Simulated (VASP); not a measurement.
A run of VASP 6.6.1 is set up as follows.

Contents of INCAR:

```
  PREC = Accurate
  ENCUT = 520
  EDIFF = 1E-6
  ISMEAR = 0
  SIGMA = 0.1
  LREAL = F
  LASPH = T
  NELM = 120
  ALGO = Normal
  ISIF = 2
  LWAVE = F
  LCHARG = F
  LDIPOL = T
  IDIPOL = 3
  DIPOL = 0.5 0.5 0.336
  GGA = PE
  NBANDS = 28
  GGA_COMPAT = F
  NELMDL = -8
```

The input KPOINTS:

```
Automatic mesh
0
Gamma
  9 3 1
```

POSCAR

```
Al9O
1.0
    2.8535431553      0.0000000000      0.0000000000
   -1.4267715776      9.7014842380      0.0000000000
    0.0000000000      0.0000000000     20.2903703519
Al O
9 1
Direct
    0.5324432082      0.0648864163      0.1971378506
    0.6709612116      0.3419224231      0.2462112388
    0.2986648122      0.5973296244      0.2560259164
    0.9263684129      0.8527368258      0.2658405940
    0.0639544186      0.1277109169      0.3154271774
    0.1995835202      0.4042231294      0.3707799915
    0.8288001075      0.6596656514      0.3785021758
    0.4526153831      0.9110819252      0.3874246337
    0.5924854486      0.1814072004      0.4332286794
    1.3424854486      0.1814072004      0.5056003728
```

Potentials or basis: VASP PAW PBE potentials, release 64 (Al, O).

Launch:

```sh
$ cat potpaw_PBE.64/Al/POTCAR potpaw_PBE.64/O/POTCAR > POTCAR
$ mpirun -np 1 vasp_std > vasp.out
```

**Question.** Predict the largest force.

**Answer.** 2.161 eV/Å.

**Question.** Estimate the band gap on the k mesh.

**Answer.** Zero (an odd number of electrons rules out a gap without spin polarisation).

Forces on the atoms (eV/Å):
```
Al   0.007  0.131 -0.034
Al   0.000  0.139 -0.035
Al  -0.016 -0.121  0.002
Al   0.005 -0.185 -0.154
Al  -0.062  0.091  0.121
Al   0.007  0.219 -0.124
Al   0.009 -0.080  0.101
Al  -0.005 -0.379 -0.083
Al   2.139  0.285  0.119
O   -2.084 -0.100  0.087
```

Caveat: an odd number of electrons without spin polarisation forces a metal; a magnetic or distorted state may lie lower.
